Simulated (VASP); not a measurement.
# FeO (Fm-3m) in VASP: further runs, part 2 of 2

VASP 6.6.1. Earlier steps stand in the parts before.

## 3. Single point, LDA+U, collinear spin, ferromagnetic start

Input file INCAR:

```
SYSTEM = FeO
PREC = Accurate
ENCUT = 520
EDIFF = 1E-7
ISMEAR = 0
SIGMA = 0.05
LREAL = .False.
LASPH = .True.
NELM = 150
ALGO = Normal
ISIF = 2
LWAVE = .False.
LCHARG = .False.
ISPIN = 2
MAGMOM = 3.81 0.25
LORBIT = 11
LMAXMIX = 4
LDAU = .True.
LDAUTYPE = 1
LDAUL = 2 -1
LDAUU = 5 0
LDAUJ = 0.9 0
LDAUPRINT = 1
GGA = CA
NBANDS = 18
```

Input file KPOINTS:

```
Automatic mesh
0
Gamma
  8 8 8
  0 0 0
```

Input file POSCAR:

```
FeO
1.0
    0.0000000000      2.1554001600      2.1554001600
    2.1554001600      0.0000000000      2.1554001600
    2.1554001600      2.1554001600      0.0000000000
Fe O
1 1
Direct
    0.0000000000      0.0000000000      0.0000000000
    0.5000000000      0.5000000000      0.5000000000
```

Potentials or basis: VASP PAW LDA potentials, release 64 (Fe, O).

Command:

```bash
> cat potpaw_LDA.64/Fe/POTCAR potpaw_LDA.64/O/POTCAR > POTCAR
> mpirun -np 1 vasp_std > vasp.out
```

It took 7.3 s on 1 thread of Intel Xeon 6975P-C (Granite Rapids), shared host; peak memory 0.14 GiB.

It converged, with:

- Free energy: -14.3590 eV
- Pressure: -15.7 GPa
- Band gap on the k mesh: zero (filled and empty bands overlap)
- Net moment: 4.00 μB per cell
- Site moments: Fe +3.79; O +0.21 μB
- Valence electrons inside the program's atomic spheres: Fe 6.77; O 4.97

Levels at points of the mesh, in eV from the Fermi level:
Spin up:
```csv
k point,band 5,band 6,band 7,band 8,band 9,band 10,band 11,band 12,band 13,band 14
"(0.00, 0.00, 0.00)",-6.07,-6.07,-3.94,-3.94,-3.94,-0.15,14.98,15.20,15.20,15.20
"(0.50, 0.00, 0.00)",-5.36,-5.36,-4.32,-1.64,-1.64,3.68,8.05,12.00,12.00,18.08
"(0.50, 0.50, 0.00)",-5.28,-5.15,-5.15,-5.08,-5.08,4.78,8.41,9.20,14.24,14.24
```
Spin down:
```tsv
k point	band 2	band 3	band 4	band 5	band 6	band 7	band 8	band 9
(0.00, 0.00, 0.00)	-3.50	-3.50	-3.50	-0.77	-0.77	-0.77	0.55	0.96
(0.50, 0.00, 0.00)	-8.29	-5.11	-5.11	0.40	0.40	0.55	3.34	3.34
(0.50, 0.50, 0.00)	-7.17	-4.69	-4.69	-2.17	0.74	0.74	1.53	1.89
```

Eigenvalues of the final occupation matrices:
```tsv
site	spin	trace	eigenvalues
site 1 d	1	4.93	0.97 0.97 0.97 1.02 1.02
site 1 d	2	1.19	0.12 0.12 0.32 0.32 0.32
```

Caveat: a cell with one magnetic atom can't hold antiferromagnetic order, which such compounds often take.

## 4. Single point, LDA+U, collinear spin, ferromagnetic start

Input file INCAR:

```
SYSTEM = FeO
  PREC = Accurate
  ENCUT = 520
  EDIFF = 1E-6
  ISMEAR = 0
  SIGMA = 0.05
  LREAL = .False.
  LASPH = .True.
  NELM = 150
  ALGO = Normal
  ISIF = 2
  LWAVE = .False.
  LCHARG = .False.
  ISPIN = 2
  MAGMOM = 3.8 0.25
  LORBIT = 11
  LMAXMIX = 4
  LDAU = .True.
  LDAUTYPE = 1
  LDAUL = 2 -1
  LDAUU = 5 0
  LDAUJ = 0.9 0
  LDAUPRINT = 1
  GGA = CA
  NBANDS = 18
```

KPOINTS is that of step 3.

POSCAR is that of step 3.

Potentials or basis: VASP PAW LDA potentials, release 64 (Fe, O).

Command:

```bash
> cat potpaw_LDA.64/Fe/POTCAR potpaw_LDA.64/O/POTCAR > POTCAR
> mpirun -np 1 vasp_std > vasp.out
```

OUTCAR:

```text
SYSTEM = FeO
   PREC = Accurate
   ENCUT = 520
   EDIFF = 1E-6
   ISMEAR = 0
   LREAL = .False.
   LASPH = .True.
   NELM = 150
   ISIF = 2
   ISPIN = 2
   LORBIT = 11
   GGA = CA

 ion  position               nearest neighbor table
   1  0.000  0.000  0.000-   2 2.16   2 2.16   2 2.16   2 2.16   2 2.16   2 2.16
   2  0.500  0.500  0.500-   1 2.16   1 2.16   1 2.16   1 2.16   1 2.16   1 2.16

  LATTYP: Found a face centered cubic cell.
 ALAT       =     4.3108003200

  Lattice vectors:

 A1 = (   0.0000000000,   2.1554001600,   2.1554001600)
 A2 = (   2.1554001600,   0.0000000000,   2.1554001600)
 A3 = (   2.1554001600,   2.1554001600,   0.0000000000)

[... 1257 lines left out ...]

 VOLUME and BASIS-vectors are now :
 -----------------------------------------------------------------------------
  energy-cutoff  :      520.00
  volume of cell :       20.03
      direct lattice vectors                 reciprocal lattice vectors
     0.000000000  2.155400160  2.155400160    -0.231975486  0.231975486  0.231975486
     2.155400160  0.000000000  2.155400160     0.231975486 -0.231975486  0.231975486
     2.155400160  2.155400160  0.000000000     0.231975486  0.231975486 -0.231975486

 POSITION                                       TOTAL-FORCE (eV/Angst)
 -----------------------------------------------------------------------------------
      0.00000      0.00000      0.00000        -0.000000     -0.000000      0.000000
      2.15540      2.15540      2.15540         0.000000      0.000000      0.000000
 -----------------------------------------------------------------------------------
    total drift:                                0.000000     -0.000000      0.000000

  FREE ENERGIE OF THE ION-ELECTRON SYSTEM (eV)
  ---------------------------------------------------
  free  energy   TOTEN  =       -14.3590240253 eV

  energy  without entropy=      -14.3572578363  energy(sigma->0) =      -14.35814093

 total charge

# of ion       s       p       d       tot
------------------------------------------
    1        0.300   0.374   6.097   6.771
    2        1.540   3.433   0.000   4.973
--------------------------------------------------
tot          1.840   3.807   6.097  11.744

 magnetization (x)

# of ion       s       p       d       tot
------------------------------------------
    1        0.023   0.020   3.744   3.787
    2        0.022   0.192   0.000   0.214
--------------------------------------------------
tot          0.045   0.212   3.744   4.001
```

OSZICAR:

```text
N       E                     dE             d eps       ncg     rms          rms(c)
DAV:   1     0.671838372778E+02    0.67184E+02   -0.68924E+03  2240   0.928E+02
DAV:   2    -0.120570480079E+02   -0.79241E+02   -0.66803E+02  2122   0.203E+02
DAV:   3    -0.168209916861E+02   -0.47639E+01   -0.46843E+01  2424   0.529E+01
DAV:   4    -0.168581601414E+02   -0.37168E-01   -0.37151E-01  2550   0.444E+00
DAV:   5    -0.168583868477E+02   -0.22671E-03   -0.22670E-03  2502   0.363E-01    0.169E+01
DAV:   6    -0.147049944637E+02    0.21534E+01   -0.13208E+01  2684   0.619E+01    0.248E+01
DAV:   7    -0.143961720635E+02    0.30882E+00   -0.14653E+00  2460   0.260E+01    0.116E+01
DAV:   8    -0.143803961325E+02    0.15776E-01   -0.18611E-01  2518   0.363E+00    0.586E+00
DAV:   9    -0.143586006214E+02    0.21796E-01   -0.18078E-02  2772   0.136E+00    0.890E-01
DAV:  10    -0.143589858823E+02   -0.38526E-03   -0.21009E-03  2780   0.432E-01    0.984E-02
DAV:  11    -0.143590052195E+02   -0.19337E-04   -0.13645E-04  2678   0.169E-01    0.557E-02
DAV:  12    -0.143590189641E+02   -0.13745E-04   -0.10684E-05  2396   0.370E-02    0.229E-02
DAV:  13    -0.143590236680E+02   -0.47039E-05   -0.47177E-06  2432   0.217E-02    0.723E-03
DAV:  14    -0.143590240253E+02   -0.35729E-06   -0.45251E-07  1342   0.506E-03
   1 F= -.14359024E+02 E0= -.14358141E+02  d E =-.176619E-02  mag=     4.0039
```

It took 6.8 s on 1 thread of Intel Xeon 6975P-C (Granite Rapids), shared host; peak memory 0.14 GiB.

What came out:

```
Free energy                                           : -14.3590 eV
Pressure                                              : -15.7 GPa
Band gap on the k mesh                                : zero (filled and empty bands overlap)
Net moment                                            : 4.00 μB per cell
Site moments                                          : Fe +3.79; O +0.21 μB
Valence electrons inside the program's atomic spheres : Fe 6.77; O 4.97
```

Eigenvalues of the final occupation matrices:
```tsv
site	spin	trace	eigenvalues
site 1 d	1	4.93	0.97 0.97 0.97 1.02 1.02
site 1 d	2	1.19	0.12 0.12 0.32 0.32 0.32
```

Caveat: a cell with one magnetic atom can't hold antiferromagnetic order, which such compounds often take.
